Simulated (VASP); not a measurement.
# CoSi2 in VASP: notebook, part 3 of 3

VASP 6.6.1. Earlier steps stand in the parts before.

## (5) Single point, PBE (strain +0.050 along x and y, +0.050 along z)

Contents of INCAR:

```
SYSTEM = CoSi2
  ALGO = Normal
  EDIFF = 1E-7
  ENCUT = 520
  GGA = PE
  ISIF = 2
  ISMEAR = 0
  LASPH = .TRUE.
  LCHARG = .TRUE.
  LELF = .TRUE.
  LREAL = .FALSE.
  LVHAR = .TRUE.
  LWAVE = .FALSE.
  NBANDS = 16
  NELM = 100
  PREC = Accurate
  SIGMA = 0.15
```

Contents of KPOINTS:

```
k-points
0
G
  16 16 16
  0 0 0
```

Contents of POSCAR:

```
CoSi2
1.0
    0.0000000000      2.8139360127      2.8139360127
    2.8139360127      0.0000000000      2.8139360127
    2.8139360127      2.8139360127      0.0000000000
Co Si
1 2
Direct
    0.0000000000      0.0000000000      0.0000000000
    0.2500000000      0.2500000000      0.2500000000
    0.7500000000      0.7500000000      0.7500000000
```

Potentials or basis: VASP PAW PBE potentials, release 64 (Co, Si).

Started as:

```
cat potpaw_PBE.64/Co/POTCAR potpaw_PBE.64/Si/POTCAR > POTCAR
mpirun -np 1 vasp_std > vasp.out
```

OUTCAR:

```text
SYSTEM = CoSi2
   EDIFF = 1E-7
   ENCUT = 520
   GGA = PE
   ISIF = 2
   ISMEAR = 0
   LASPH = .TRUE.
   LREAL = .FALSE.
   NELM = 100
   PREC = Accurate

 ion  position               nearest neighbor table
   1  0.000  0.000  0.000-   3 2.44   3 2.44   3 2.44   2 2.44   3 2.44   2 2.44   2 2.44   2 2.44

   2  0.250  0.250  0.250-   1 2.44   1 2.44   1 2.44   1 2.44   3 2.81   3 2.81   3 2.81   3 2.81
                             3 2.81   3 2.81
   3  0.750  0.750  0.750-   1 2.44   1 2.44   1 2.44   1 2.44   2 2.81   2 2.81   2 2.81   2 2.81
                             2 2.81   2 2.81

  LATTYP: Found a face centered cubic cell.
 ALAT       =     5.6278720254

  Lattice vectors:

 A1 = (   0.0000000000,   2.8139360127,   2.8139360127)
 A2 = (   2.8139360127,   0.0000000000,   2.8139360127)
 A3 = (   2.8139360127,   2.8139360127,   0.0000000000)

Analysis of symmetry for initial positions (statically):
=====================================================================
 Subroutine PRICEL returns:
 Original cell was already a primitive cell.

 Routine SETGRP: Setting up the symmetry group for a
 face centered cubic supercell.

 Subroutine GETGRP returns: Found 48 space group operations
 (whereof 48 operations were pure point group operations)
 out of a pool of 48 trial point group operations.

The static configuration has the point symmetry O_h .

Analysis of symmetry for dynamics (positions and initial velocities):
=====================================================================
 Subroutine PRICEL returns:
 Original cell was already a primitive cell.

 Routine SETGRP: Setting up the symmetry group for a
 face centered cubic supercell.

 Subroutine GETGRP returns: Found 48 space group operations
 (whereof 48 operations were pure point group operations)
 out of a pool of 48 trial point group operations.

The dynamic configuration has the point symmetry O_h .

 Subroutine INISYM returns: Found 48 space group operations
 (whereof 48 operations are pure point group operations),
 and found     1 'primitive' translations

----------------------------------------------------------------------------------------

                                     Primitive cell

  volume of cell :      44.5628

  direct lattice vectors                    reciprocal lattice vectors
     0.000000000  2.813936013  2.813936013    -0.177687054  0.177687054  0.177687054
     2.813936013  0.000000000  2.813936013     0.177687054 -0.177687054  0.177687054
     2.813936013  2.813936013  0.000000000     0.177687054  0.177687054 -0.177687054

  length of vectors
     3.979506473  3.979506473  3.979506473     0.307763005  0.307763005  0.307763005

  position of ions in fractional coordinates (direct lattice)
     0.000000000  0.000000000  0.000000000
     0.250000000  0.250000000  0.250000000
     0.750000000  0.750000000  0.750000000

  ion indices of the primitive-cell ions
   primitive index   ion index
                 1           1
                 2           2
                 3           3

----------------------------------------------------------------------------------------

 KPOINTS: k-points

Automatic generation of k-mesh.
 Grid dimensions read from file:
 generate k-points for:   16   16   16

 Generating k-lattice:

  Cartesian coordinates                     Fractional coordinates (reciprocal lattice)
    -0.011105441  0.011105441  0.011105441     0.062500000  0.000000000  0.000000000
     0.011105441 -0.011105441  0.011105441     0.000000000  0.062500000  0.000000000
     0.011105441  0.011105441 -0.011105441     0.000000000  0.000000000  0.062500000

  Length of vectors
     0.019235188  0.019235188  0.019235188

  Shift w.r.t. Gamma in fractional coordinates (k-lattice)
     0.000000000  0.000000000  0.000000000

 Subroutine IBZKPT returns following result:
 ===========================================

 Found    145 irreducible k-points:

 Following reciprocal coordinates:
            Coordinates               Weight
  0.000000  0.000000  0.000000      1.000000
  0.062500  0.000000  0.000000      8.000000
  0.125000  0.000000  0.000000      8.000000
  0.187500  0.000000  0.000000      8.000000
  0.250000  0.000000  0.000000      8.000000
  0.312500  0.000000  0.000000      8.000000
[... 16 lines left out ...]
 -0.125000  0.062500  0.000000     24.000000
 -0.062500  0.062500  0.000000     12.000000
 [... further k-points ...]
   k-points           NKPTS =    145   k-points in BZ     NKDIM =    145   number of bands    NBANDS=     16
   number of dos      NEDOS =    301   number of ions     NIONS =      3
   total plane-waves  NPLWV =  27000
   dimension x,y,z NGX =    30 NGY =   30 NGZ =   30
   dimension x,y,z NGXF=    60 NGYF=   60 NGZF=   60
   ions per type =               1   2
   NGX,Y,Z   is equivalent  to a cutoff of  12.53, 12.53, 12.53 a.u.
   NGXF,Y,Z  is equivalent  to a cutoff of  25.07, 25.07, 25.07 a.u.
 SYSTEM =  CoSi2
   PREC   = accura    normal or accurate (medium, high low for compatibility)
   ISTART =      0    job   : 0-new  1-cont  2-samecut
   ICHARG =      2    charge: 1-file 2-atom 10-const
   ISPIN  =      1    spin polarized calculation?
   LNONCOLLINEAR =      F non collinear calculations
   LSORBIT =      F    spin-orbit coupling
   LASPH  =      T    aspherical Exc in radial PAW
   ENCUT  =  520.0 eV  38.22 Ry    6.18 a.u.   7.40  7.40  7.40*2*pi/ulx,y,z
   NELM   =    100;   NELMIN=  2; NELMDL= -5     # of ELM steps
   EDIFF  = 0.1E-06   stopping-criterion for ELM
   LREAL  =      F    real-space projection
   EDIFFG = 0.1E-05   stopping-criterion for IOM
   NSW    =      0    number of steps for IOM
   IBRION =     -1    ionic relax: 0-MD 1-quasi-New 2-CG
   NFREE  =      0    steps in history (QN), initial steepest desc. (CG)
   ISIF   =      2    stress and relaxation
   ISYM   =      2    0-nonsym 1-usesym 2-fastsym
   POTIM  = 0.5000    time-step for ionic-motion
   TEBEG  =    0.0;   TEEND  =   0.0 temperature during run
   PSTRESS=    0.0 pullay stress
   NELECT =      17.0000    total number of electrons
   NUPDOWN=      -1.0000    fix difference up-down
   EMIN   =  10.00;   EMAX   =-10.00  energy-range for DOS
   EFERMI =   0.00;   METHOD = LEGACY
   ISMEAR =     0;   SIGMA  =   0.15  broadening in eV -4-tet -1-fermi 0-gaus
   EFERMI_NEDOS =   21; number of points for ismear=-14 and -15
   IALGO  =     38    algorithm
   IMIX   =      4    mixing-type and parameters
     AMIX     =   0.40;   BMIX     =  1.00
     AMIX_MAG =   1.60;   BMIX_MAG =  1.00
  volume/ion in A,a.u.               =      14.85       100.24
  Fermi-wavevector in a.u.,A,eV,Ry     =   1.187318  2.243705 19.180448  1.409723
  Thomas-Fermi vector in A             =   2.323472
   LORBIT       =      0    0 simple, 1 ext, 2 COOP (PROOUT), +10 PAW based schemes
   GGA     = PE    functional components
   LHFCALC =     F    Hartree Fock is set to
   AEXX    =    0.0000 exact exchange contribution
   IVDW    =     0    specifies the selected vdW correction
   LEPSILON=     F    determine dielectric tensor
   LRPA    =     F    only Hartree local field effects (RPA)
 non-spin polarized calculation
 Gauss-broadening in eV      SIGMA  =   0.15
  energy-cutoff  :      520.00
  volume of cell :       44.56
 maximum number of plane-waves:      1243
 NGX is ok and might be reduce to    30
   NGX = 15   NGY = 15   NGZ = 15

 number of electron      17.0000006 magnetization

 Free energy of the ion-electron system (eV)
  ---------------------------------------------------
  ext. energy  EPLUGINS =         0.00000000
  ---------------------------------------------------
  free energy    TOTEN  =       -18.89921219 eV

  energy without entropy =      -18.88275701  energy(sigma->0) =      -18.89098460

 E-fermi :   8.1675     XC(G=0): -11.0756

 val. band max:        8.1663280016   @ k =   0.1875   0.0625   0.0000
 cond. band min:       8.1737093943   @ k =   0.2500   0.1875   0.0625
 fundamental gap:      0.0073813927
 Fermi energy:         8.1674750056

 k-point     1 :       0.0000    0.0000    0.0000
  band No.  band energies     occupation
      1      -3.8116      2.00000
      2       4.7518      2.00000
      3       4.7518      2.00000
      4       4.7518      2.00000
      5       6.7297      2.00000
      6       6.7297      2.00000
[... 8 lines left out ...]
     15      13.3366      0.00000
     16      13.3366      0.00000
[... 419 lines left out ...]
 k-point    24 :      -0.0625    0.0625    0.0000
  band No.  band energies     occupation
      1      -3.6709      2.00000
      2       4.2975      2.00000
      3       4.7466      2.00000
      4       4.8270      2.00000
      5       6.6539      2.00000
      6       6.7263      2.00000
[... 8 lines left out ...]
     15      13.0688      0.00000
     16      13.6288      0.00000

 [... further k-points ...]
[... 5 lines left out ...]
  --------------------------------------------------------------------------------------
  -------------------------------------------------------------------------------------
  Total       -4.9660571     -4.9660571     -4.9660571     -0.0000000     -0.0000000      0.0000000
  in kB     -178.5457999   -178.5457999   -178.5457999     -0.0000000     -0.0000000      0.0000000
  external PRESSURE =    -178.5457999 kB  Pullay stress =       0.0000000 kB

 VOLUME and BASIS-vectors are now :
 -----------------------------------------------------------------------------
  energy-cutoff  :      520.00
  volume of cell :       44.56
      direct lattice vectors                 reciprocal lattice vectors
     0.000000000  2.813936013  2.813936013    -0.177687054  0.177687054  0.177687054
     2.813936013  0.000000000  2.813936013     0.177687054 -0.177687054  0.177687054
     2.813936013  2.813936013  0.000000000     0.177687054  0.177687054 -0.177687054

 POSITION                                       TOTAL-FORCE (eV/Angst)
 -----------------------------------------------------------------------------------
      0.00000      0.00000      0.00000         0.000000      0.000000      0.000000
      1.40697      1.40697      1.40697        -0.000000     -0.000000      0.000000
      4.22090      4.22090      4.22090         0.000000      0.000000     -0.000000
 -----------------------------------------------------------------------------------
    total drift:                                0.000000     -0.000000     -0.000000

  FREE ENERGIE OF THE ION-ELECTRON SYSTEM (eV)
  ---------------------------------------------------
  free  energy   TOTEN  =       -18.8992121927 eV

  energy  without entropy=      -18.8827570101  energy(sigma->0) =      -18.89098460
```

OSZICAR:

```text
N       E                     dE             d eps       ncg     rms          rms(c)
DAV:   1     0.574844407754E+02    0.57484E+02   -0.66492E+03  4664   0.977E+02
DAV:   2    -0.173594882105E+02   -0.74844E+02   -0.66638E+02  5184   0.192E+02
DAV:   3    -0.203052882325E+02   -0.29458E+01   -0.28839E+01  6144   0.426E+01
DAV:   4    -0.203583265229E+02   -0.53038E-01   -0.53005E-01  5584   0.553E+00
DAV:   5    -0.203599609090E+02   -0.16344E-02   -0.16343E-02  6104   0.978E-01    0.133E+01
DAV:   6    -0.264894163959E+02   -0.61295E+01   -0.30927E+01  4808   0.112E+02    0.234E+01
DAV:   7    -0.189270089907E+02    0.75624E+01   -0.13727E+01  5800   0.858E+01    0.287E+00
DAV:   8    -0.189345050110E+02   -0.74960E-02   -0.12012E+00  6168   0.946E+00    0.206E+00
DAV:   9    -0.189008704720E+02    0.33635E-01   -0.15032E-01  5176   0.622E+00    0.612E-01
DAV:  10    -0.188996152377E+02    0.12552E-02   -0.13092E-02  6408   0.212E+00    0.263E-01
DAV:  11    -0.188991547795E+02    0.46046E-03   -0.19851E-03  5888   0.784E-01    0.597E-02
DAV:  12    -0.188992320196E+02   -0.77240E-04   -0.23279E-04  5656   0.117E-01    0.413E-02
DAV:  13    -0.188992119713E+02    0.20048E-04   -0.35978E-05  6352   0.105E-01    0.111E-02
DAV:  14    -0.188992121346E+02   -0.16331E-06   -0.47660E-06  5608   0.149E-02    0.568E-03
DAV:  15    -0.188992121927E+02   -0.58070E-07   -0.21329E-07  5152   0.722E-03
   1 F= -.18899212E+02 E0= -.18890985E+02  d E =-.164552E-01
```

It took 68 s on 1 thread of Intel Xeon 6975P-C (Granite Rapids), shared host; peak memory 0.23 GiB.

What came out:

```
Free energy : -18.8992 eV
Pressure    : -17.9 GPa
```

Caveat: the cell differs from its parent crystal (strain +0.050 along x and y, +0.050 along z). Spin polarisation is off, so any magnetic state and its effect on volume and gap are missing.

## (6) Single point, PBE (strain -0.050 along x and y, -0.025 along z)

Contents of INCAR:

```
SYSTEM = CoSi2
PREC = Accurate ; ENCUT = 520
EDIFF = 1E-7 ; ISMEAR = 0
SIGMA = 0.15 ; LREAL = .False.
LASPH = .True. ; NELM = 80
ALGO = Normal ; ISIF = 2
LWAVE = .False. ; LCHARG = .False.
GGA = PE ; NBANDS = 16
```

Contents of KPOINTS:

```
Automatic mesh
0
Gamma
  16 16 16
  0 0 0
```

Contents of POSCAR:

```
CoSi2
1.0
    0.0000000000      2.5459421067      2.6129405832
    2.5459421067      0.0000000000      2.6129405832
    2.5459421067      2.5459421067      0.0000000000
Co Si
1 2
Direct
    0.0000000000      0.0000000000      0.0000000000
    0.2500000000      0.2500000000      0.2500000000
    0.7500000000      0.7500000000      0.7500000000
```

Potentials or basis: VASP PAW PBE potentials, release 64 (Co, Si).

Started as:

```
cat potpaw_PBE.64/Co/POTCAR potpaw_PBE.64/Si/POTCAR > POTCAR
mpirun -np 1 vasp_std > vasp.out
```

It took 1.8 min on 1 thread of Intel Xeon 6975P-C (Granite Rapids), shared host; peak memory 0.3 GiB.

Results (log left out):

```
Free energy : -18.9072 eV
Pressure    : 30.4 GPa
```

Stress tensor (GPa, compression positive):
```
31.43  0.00  0.00
 0.00 31.43  0.00
 0.00  0.00 28.23
```

Levels at points of the mesh, in eV from the Fermi level:
| k point | band 6 | band 7 | band 8 | band 9 | band 10 | band 11 | band 12 | band 13 |
| --- | --- | --- | --- | --- | --- | --- | --- | --- |
| (0.00, 0.00, 0.00) | -2.28 | 2.11 | 3.29 | 3.57 | 3.57 | 3.83 | 3.83 | 4.21 |
| (0.50, 0.00, 0.00) | -2.00 | -1.96 | -0.63 | -0.41 | 3.14 | 3.76 | 3.85 | 5.55 |
| (0.50, 0.50, 0.00) | -2.36 | -2.34 | -2.34 | -1.60 | 2.30 | 3.09 | 8.66 | 11.01 |
| (0.50, 0.00, 0.50) | -2.38 | -2.25 | -2.22 | -1.63 | 2.07 | 2.96 | 8.70 | 10.47 |

Caveat: the cell differs from its parent crystal (strain -0.050 along x and y, -0.025 along z).

## (7) Overview

| cell | gap on the mesh (eV) | pressure (GPa) |
| --- | --- | --- |
| a = 3.601 Å, angles 60.0°, 3 atoms | none | 38.7 |
| a = 3.695 Å, angles 60.0°, 3 atoms | none | 16.0 |
| a = 3.885 Å, angles 60.0°, 3 atoms | none | -11.3 |
| a = 3.980 Å, angles 60.0°, 3 atoms | none | -17.9 |
| a = 3.648, b = 3.648, c = 3.601 Å, angles 60.4, 60.4, 59.1°, 3 atoms | none | 30.4 |

Alike in all rows: task single point; level PBE; potentials or basis VASP PAW PBE potentials, release 64 (Co, Si); no spin polarisation; k mesh 16 × 16 × 16; cutoff (eV) 520; smearing gaussian 0.15 eV.

Absolute energies hang on the potentials; compare differences alone.
